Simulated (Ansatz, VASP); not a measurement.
**One calculation of CsIr4Cl, two programs**

Contents of INCAR:

```
PREC = Accurate
ENCUT = 520
EDIFF = 1E-7
ISMEAR = -1
SIGMA = 0.1
LREAL = F
LASPH = T
NELM = 80
ALGO = Normal
ISIF = 2
LWAVE = F
LCHARG = T
GGA = PE
LELF = T
LVHAR = T
NBANDS = 35
```

Contents of KPOINTS:

```
regular mesh
0
Gamma
  7 7 7
```

File POSCAR:

```
CsIr4Cl
1.0
    0.0000000000      4.2410030000      4.2410030000
    4.2410030000      0.0000000000      4.2410030000
    4.2410030000      4.2410030000      0.0000000000
Cs Cl Ir
1 1 4
Direct
    0.5000000000      0.5000000000      0.5000000000
    0.0000000000      0.0000000000      0.0000000000
    0.1270000000      0.1270000000      0.1270000000
    0.6190000000      0.1270000000      0.1270000000
    0.1270000000      0.1270000000      0.6190000000
    0.1270000000      0.6190000000      0.1270000000
```

Input for Ansatz:

```yaml
crystal:
  lattice:
    - [0.0, 4.241003, 4.241003]
    - [4.241003, 0.0, 4.241003]
    - [4.241003, 4.241003, 0.0]
  atoms:
    - { symbol: Cs, position: [0.5, 0.5, 0.5] }
    - { symbol: Cl, position: [0.0, 0.0, 0.0] }
    - { symbol: Ir, position: [0.127, 0.127, 0.127] }
    - { symbol: Ir, position: [0.619, 0.127, 0.127] }
    - { symbol: Ir, position: [0.127, 0.127, 0.619] }
    - { symbol: Ir, position: [0.127, 0.619, 0.127] }
  symmetry: { tolerance: 0.0003 }
kpoints:
  mp_grid: { grid: [7, 7, 7], shift: [0, 0, 0] }
  band_path:
    path:
      - [0.0, 0.0, 0.0]
      - [-0.5, -0.5, 0.0]
      - [-0.375, -0.375, 0.25]
      - [-0.375, 0.0, 0.375]
      - [0.0, 0.0, 0.0]
      - [0.0, 0.0, 0.5]
      - [-0.5, -0.25, 0.25]
      - [-0.5, -0.5, 0.0]
    npoints: 10
magnetization:
  spin_polarized: false
scf:
  occupations: { method: fermi_dirac }
  lower_state_search: "off"
  max_iter: 200
hamiltonian:
  pseudopotentials: { kind: paw }
  xc: pbe
basis:
  ecutwfc: 420
  fft_grid_basis: typed
output:
  forces: true
  stress: true
  eigenvalues: true
  bader: true
  populations: true
  elf: true
  write_potential: true
  volumetric_format: npy
  dos:
    e_range: [-12, 8]
    de: 0.05
    projected: { site_lists: { Cl: [Cl], Cs: [Cs], Ir: [Ir] } }
  write_density: true
checkpoint:
  read: saved_state
```

Alike in both runs: task single point; functional PBE; k mesh 7 × 7 × 7; no spin polarisation.

```csv
,VASP,Ansatz
version,VASP 6.6.1,Ansatz 0.2.0
potentials or method,"VASP PAW PBE potentials, release 64 (Cs_sv, Cl, Ir), cutoff 520 eV",PAW plane waves
occupations,"fermi-dirac, width 0.1 eV",fermi-dirac
valence electrons in the cell,52,84
```

VASP gave:

- pressure (GPa): 23.6
- rms of the force components (eV/Å): 5.864

Question: What did Ansatz give for the same quantities?

Answer: Pressure (GPa): 20.6; rms of the force components (eV/Å): 5.310.

Atom by atom the forces differ by 0.554 eV/Å (rms over components). VASP's potentials hold 52 valence electrons a cell and Ansatz's 84, so a difference there can come from the potentials and not from the codes.

Spin-orbit coupling is off throughout.
